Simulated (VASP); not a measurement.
# Al8H in VASP: notebook, part 2 of 2

VASP 6.6.1. The steps go on from the part before.

## Step 3: Single point, PBE

INCAR reads:

```
ALGO = Normal
DIPOL = 0.5 0.5 0.295
EDIFF = 1E-6
ENCUT = 520
GGA = PE
IDIPOL = 3
ISIF = 2
ISMEAR = 0
LASPH = T
LCHARG = T
LDIPOL = T
LELF = T
LREAL = Auto
LVACPOTAV = T
LVHAR = T
LWAVE = F
NBANDS = 40
NELM = 60
PREC = Accurate
SIGMA = 0.1
```

KPOINTS reads:

```
k-points
0
Gamma
  5 4 1
```

POSCAR reads:

```
Al8H
1.0
    5.7135165837      0.0000000000      0.0000000000
    0.0000000000      8.0801326415      0.0000000000
    0.0000000000      0.0000000000     22.2432786975
Al H
16 2
Direct
    0.2500000000      0.2500000000      0.1798296040
    0.2500000000      0.7500000000      0.1798296040
    0.7500000000      0.2500000000      0.1798296040
    0.7500000000      0.7500000000      0.1798296040
    0.0000000000      0.0000000000      0.2440458181
    0.0000000000      0.5000000000      0.2440458181
    0.5000000000      0.0000000000      0.2440458181
    0.5000000000      0.5000000000      0.2440458181
    0.2500000000      0.2500000000      0.3102598702
    0.2500000000      0.7500000000      0.3102598702
    0.7500000000      0.2500000000      0.3102598702
    0.7500000000      0.7500000000      0.3102598702
    0.0000000000      0.0000000000      0.3705963860
    0.0000000000      0.5000000000      0.3705963860
    0.5000000000      0.0000000000      0.3705963860
    0.5000000000      0.5000000000      0.3705963860
    0.2500000000      0.1769195165      0.4483726897
    0.2500000000      0.3230804835      0.4483726897
```

Potentials or basis: VASP PAW PBE potentials, release 64 (Al, H).

Launch:

```sh
cat potpaw_PBE.64/Al/POTCAR potpaw_PBE.64/H/POTCAR > POTCAR
mpirun -np 1 vasp_std > vasp.out
```

OUTCAR:

```text
EDIFF = 1E-6
   ENCUT = 520
   GGA = PE
   ISIF = 2
   ISMEAR = 0
   LASPH = T
   LREAL = Auto
   NELM = 60
   PREC = Accurate

 ion  position               nearest neighbor table
   1  0.250  0.250  0.180-   3 2.86   3 2.86   6 2.86   7 2.86   8 2.86   5 2.86   9 2.90
   2  0.250  0.750  0.180-   4 2.86   4 2.86   6 2.86   7 2.86   8 2.86   5 2.86  10 2.90
   3  0.750  0.250  0.180-   1 2.86   1 2.86   6 2.86   7 2.86   8 2.86   5 2.86  11 2.90
   4  0.750  0.750  0.180-   2 2.86   2 2.86   6 2.86   7 2.86   8 2.86   5 2.86  12 2.90
   5  0.000  0.000  0.244-  13 2.81   7 2.86   7 2.86   4 2.86   1 2.86   2 2.86   3 2.86  11 2.88
                            12 2.88   9 2.88  10 2.88
   6  0.000  0.500  0.244-  14 2.81   8 2.86   8 2.86   4 2.86   1 2.86   2 2.86   3 2.86  11 2.88
                            12 2.88   9 2.88  10 2.88
   7  0.500  0.000  0.244-  15 2.81   5 2.86   5 2.86   4 2.86   1 2.86   2 2.86   3 2.86  11 2.88
                            12 2.88   9 2.88  10 2.88
   8  0.500  0.500  0.244-  16 2.81   6 2.86   6 2.86   4 2.86   1 2.86   2 2.86   3 2.86  11 2.88
                            12 2.88   9 2.88  10 2.88
   9  0.250  0.250  0.310-  13 2.81  14 2.81  15 2.81  16 2.81  11 2.86  11 2.86   7 2.88   8 2.88
                             5 2.88   6 2.88   1 2.90
  10  0.250  0.750  0.310-  13 2.81  14 2.81  15 2.81  16 2.81  12 2.86  12 2.86   7 2.88   8 2.88
                             5 2.88   6 2.88   2 2.90
  11  0.750  0.250  0.310-  13 2.81  14 2.81  15 2.81  16 2.81   9 2.86   9 2.86   7 2.88   8 2.88
                             5 2.88   6 2.88   3 2.90
  12  0.750  0.750  0.310-  13 2.81  14 2.81  15 2.81  16 2.81  10 2.86  10 2.86   7 2.88   8 2.88
                             5 2.88   6 2.88   4 2.90
  13  0.000  0.000  0.371-   9 2.81  10 2.81  11 2.81  12 2.81   5 2.81  15 2.86  15 2.86
  14  0.000  0.500  0.371-   9 2.81  10 2.81  11 2.81  12 2.81   6 2.81  16 2.86  16 2.86
  15  0.500  0.000  0.371-   9 2.81  10 2.81  11 2.81  12 2.81   7 2.81  13 2.86  13 2.86
  16  0.500  0.500  0.371-   9 2.81  10 2.81  11 2.81  12 2.81   8 2.81  14 2.86  14 2.86
  17  0.250  0.177  0.448-
  18  0.250  0.323  0.448-

  LATTYP: Found a simple orthorhombic cell.
 ALAT       =     5.7135165837
 B/A-ratio  =     1.4142135624
 C/A-ratio  =     3.8930977747

  Lattice vectors:

 A1 = (   5.7135165837,   0.0000000000,   0.0000000000)
 A2 = (   0.0000000000,   8.0801326415,   0.0000000000)
[... 183 lines left out ...]

 dipolmoment           0.000000      0.000000     -0.100078 electrons x Angstroem

 number of electron      49.9999999 magnetization

 dipolmoment           0.000000      0.000000      0.053808 electrons x Angstroem

 Free energy of the ion-electron system (eV)
  ---------------------------------------------------
  ext. energy  EPLUGINS =         0.00000000
  ---------------------------------------------------
  free energy    TOTEN  =       -60.09727543 eV

  energy without entropy =      -60.05484731  energy(sigma->0) =      -60.07606137

 E-fermi :  -0.9626     XC(G=0):  -3.6437

 val. band max:       -1.0183543265   @ k =   0.0000   0.2500   0.0000
 cond. band min:      -0.9588916172   @ k =   0.0000   0.2500   0.0000
 fundamental gap:      0.0594627093
 Fermi energy:        -0.9626068103

 k-point     1 :       0.0000    0.0000    0.0000
  band No.  band energies     occupation
      1     -11.2099      2.00000
      2      -9.0320      2.00000
      3      -8.9586      2.00000
      4      -8.8271      2.00000
      5      -6.8858      2.00000
      6      -6.7891      2.00000
[... 349 lines left out ...]
     36       1.6627      0.00000
     37       1.9981      0.00000
 [bands above 37 left out]

------------------------ aborting loop because EDIFF is reached ----------------------------------------

  FORCE on cell =-STRESS in cart. coord.  units (eV):
  Direction    XX          YY          ZZ          XY          YZ          ZX
  --------------------------------------------------------------------------------------
  -------------------------------------------------------------------------------------
  Total      -12.3212654     -7.8054636     -0.6648526      0.0000000      0.0000000      0.0000000
  in kB      -19.2240598    -12.1783514     -1.0373258      0.0000000      0.0000000      0.0000000
  external PRESSURE =     -10.8132457 kB  Pullay stress =       0.0000000 kB

 VOLUME and BASIS-vectors are now :
 -----------------------------------------------------------------------------
  energy-cutoff  :      520.00
  volume of cell :     1026.88
      direct lattice vectors                 reciprocal lattice vectors
     5.713516584  0.000000000  0.000000000     0.175023558  0.000000000  0.000000000
     0.000000000  8.080132642  0.000000000     0.000000000  0.123760345  0.000000000
     0.000000000  0.000000000 22.243278697     0.000000000  0.000000000  0.044957401

 POSITION                                       TOTAL-FORCE (eV/Angst)
 -----------------------------------------------------------------------------------
      1.42838      2.02003      4.00000         0.000000      0.000000      0.219995
      1.42838      6.06010      4.00000         0.000000      0.000000      0.181622
      4.28514      2.02003      4.00000         0.000000      0.000000      0.151014
      4.28514      6.06010      4.00000         0.000000      0.000000      0.174895
      0.00000      0.00000      5.42838        -0.019163     -0.008014     -0.216172
      0.00000      4.04007      5.42838        -0.019163      0.008014     -0.216172
[... 10 lines left out ...]
      1.42838      1.42953      9.97328         0.000000      3.240887     -0.048267
      1.42838      2.61053      9.97328         0.000000     -3.240887     -0.048267
 -----------------------------------------------------------------------------------
    total drift:                               -0.000000     -0.000000     -0.013367

  FREE ENERGIE OF THE ION-ELECTRON SYSTEM (eV)
  ---------------------------------------------------
  free  energy   TOTEN  =       -60.0972754304 eV

  energy  without entropy=      -60.0548473069  energy(sigma->0) =      -60.07606137

 vacuum level on the upper side and lower side of the slab         3.359         3.148
```

stdout:

```text
POSCAR found type information on POSCAR AlH
 POSCAR found :  2 types and      18 ions
 scaLAPACK will be used
 LDA part: xc-table for (Slater+PW92), standard interpolation
 POSCAR, INCAR and KPOINTS ok, starting setup
 FFT: planning ... GRIDC
 FFT: planning ... GRID_SOFT
 FFT: planning ... GRID
 WAVECAR not read
 entering main loop
 -----------------------------------------------------------------------------
|                                                                             |
|           W    W    AA    RRRRR   N    N  II  N    N   GGGG   !!!           |
|           W    W   A  A   R    R  NN   N  II  NN   N  G    G  !!!           |
|           W    W  A    A  R    R  N N  N  II  N N  N  G       !!!           |
|           W WW W  AAAAAA  RRRRR   N  N N  II  N  N N  G  GGG   !            |
|           WW  WW  A    A  R   R   N   NN  II  N   NN  G    G                |
|           W    W  A    A  R    R  N    N  II  N    N   GGGG   !!!           |
|                                                                             |
|     Did not find any points to average over, which means that no vacuum     |
|     field-free region was found. Please increase the size of  your cell     |
|     in the dimension of the dipole correction to obtain accurate            |
|     workfunction values.                                                    |
|                                                                             |
 -----------------------------------------------------------------------------
```

Wall time 14 min (1 thread of Intel Xeon Platinum 8488C (Sapphire Rapids), shared host); peak memory 0.89 GiB.

What came out:

| Item | Value |
| --- | --- |
| Free energy | -60.0973 eV |
| Largest force | 3.241 eV/Å |
| Band gap on the k mesh | zero (bands 25 and 26 overlap by 0.55 eV) |

Forces in eV/Å, atoms in the order of the input:
```
Al   0.000  0.000  0.220
Al   0.000  0.000  0.182
Al   0.000  0.000  0.151
Al   0.000  0.000  0.175
Al  -0.019 -0.008 -0.216
Al  -0.019  0.008 -0.216
Al   0.019 -0.008 -0.216
Al   0.019  0.008 -0.216
Al   0.000  0.000 -0.166
Al   0.000  0.000  0.024
Al   0.000  0.000  0.009
Al   0.000  0.000 -0.012
Al  -0.008  0.011  0.095
Al  -0.008 -0.011  0.095
Al   0.008  0.011  0.095
Al   0.008 -0.011  0.095
H    0.000  3.241 -0.048
H    0.000 -3.241 -0.048
```

## Step 4: Single point, PBE

INCAR reads:

```
SYSTEM = Al8H
ALGO = Normal
DIPOL = 0.5 0.5 0.300
EDIFF = 1E-7
ENCUT = 520
GGA = PE
IDIPOL = 3
ISIF = 2
ISMEAR = 0
LASPH = .True.
LCHARG = .False.
LDIPOL = .True.
LREAL = Auto
LWAVE = .False.
NBANDS = 40
NELM = 100
PREC = Accurate
SIGMA = 0.1
```

KPOINTS reads:

```
k-points
0
Gamma
  5 4 1
  0 0 0
```

POSCAR, as its differences from that of step 3:

```diff
@@ -24,3 +24,3 @@
     0.5000000000      0.5000000000      0.3705963860
-    0.2500000000      0.1769195165      0.4483726897
-    0.2500000000      0.3230804835      0.4483726897
+    0.2500000000      0.1769195165      0.4874856286
+    0.2500000000      0.3230804835      0.4874856286
```

Launch:

```sh
cat potpaw_PBE.64/Al/POTCAR potpaw_PBE.64/H/POTCAR > POTCAR
mpirun -np 1 vasp_std > vasp.out
```

It took 16 min on 1 thread of Intel Xeon Platinum 8488C (Sapphire Rapids), shared host; peak memory 0.89 GiB.

The run converged. Its results:

* Free energy: -60.0216 eV
* Largest force: 4.346 eV/Å
* Band gap on the k mesh: zero (bands 25 and 26 overlap by 0.48 eV)

Forces on the atoms (eV/Å):
```
Al   0.000  0.000  0.214
Al   0.000  0.000  0.210
Al   0.000  0.000  0.184
Al   0.000  0.000  0.212
Al  -0.003 -0.001 -0.206
Al  -0.003  0.001 -0.206
Al   0.003 -0.001 -0.206
Al   0.003  0.001 -0.206
Al   0.000  0.000 -0.020
Al   0.000  0.000 -0.014
Al   0.000  0.000 -0.018
Al   0.000  0.000 -0.005
Al  -0.005 -0.004  0.029
Al  -0.005  0.004  0.029
Al   0.005 -0.004  0.029
Al   0.005  0.004  0.029
H    0.000  4.346 -0.027
H    0.000 -4.346 -0.027
```

Levels at points of the mesh, in eV from the Fermi level:
```csv
k point,band 23,band 24,band 25,band 26,band 27,band 28
"(0.00, 0.00, 0.00)",-0.82,-0.76,-0.54,-0.14,-0.14,0.21
"(0.00, 0.50, 0.00)",-0.95,-0.88,-0.88,0.21,0.24,0.24
```

## Step 5: Overview

```csv
cell,gap on the mesh (eV),largest force (eV/Å)
"as given, atomic positions A",none,1.47
"as given, atomic positions B",none,3.24
"as given, atomic positions C",none,4.35
```

Alike in all rows: task single point; level PBE; potentials or basis VASP PAW PBE potentials, release 64 (Al, H); no spin polarisation; k mesh 5 × 4 × 1; cutoff (eV) 520; smearing gaussian 0.1 eV.

Absolute energies hang on the potentials; compare differences alone.

The gap in the log of VASP goes by the Fermi energy; the results here count the filled bands.